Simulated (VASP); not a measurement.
Crystal: In.

```
In
1.0
    -1.85708    1.85708    1.85708
     1.85708   -1.85708    1.85708
     1.85708    1.85708   -1.85708
In
1
Direct
  0.00000 0.00000 0.00000
```

This cell differs from its parent crystal: volume scaled by 0.96.

Base run:

| Quantity | Value |
| --- | --- |
| Program | VASP 6.6.1 |
| Functional | LDA |
| Potentials or basis | VASP PAW LDA potentials, release 64 (In_d) |
| Cutoff | 520 eV |
| k mesh | 10 × 10 × 10 |
| Occupations | fermi-dirac, width 0.05 eV |
| Spin | no spin polarisation |

Its results: pressure -1.4 GPa.

**Question.** The run is repeated on the same cell with these changes: functional from LDA to PBEsol; potentials or basis from VASP PAW LDA potentials, release 64 (In_d) to VASP PAW PBE potentials, release 64 (In_d). What comes out?

**Answer.** Pressure 0.2 GPa.

Caveats: the PAW data sets were made with another functional, which shifts forces and pressure a little (some runs).
